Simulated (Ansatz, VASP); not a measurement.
## Pt: VASP beside Ansatz

```
Pt
1.0
     2.71502    0.00000    0.00000
    -1.35751    2.35128    0.00000
     0.00000    0.00000    4.65706
Pt
2
Direct
  0.33333 0.66667 0.25000
  0.66667 0.33333 0.75000
```

Alike in both runs: functional LDA; k mesh 13 × 13 × 7; occupations fermi-dirac, width 0.1 eV; no spin polarisation.

Ansatz relaxed the structure, and its values are those at the end. VASP's run is a single point on that final structure, the one shown.

```csv
,VASP,Ansatz
version,VASP 6.6.1,Ansatz 0.2.0
potentials or method,"VASP PAW LDA potentials, release 64 (Pt), cutoff 520 eV","plane waves (420 eV) with PAW, scalar-relativistic"
valence electrons in the cell,20,36
```

Ansatz gave:

```
pressure (GPa) : 0.0
```

Question: Which values does VASP return?

Answer: Pressure (GPa): 0.8.

Ansatz warns that its potentials were made for another functional, while VASP's fit it. LDA's correlation is that of Perdew and Zunger in VASP and of Perdew and Wang (1992) in Ansatz. VASP's potentials hold 20 valence electrons a cell and Ansatz's 36, so a difference there can come from the potentials and not from the codes.

Neither program's run includes spin-orbit coupling.
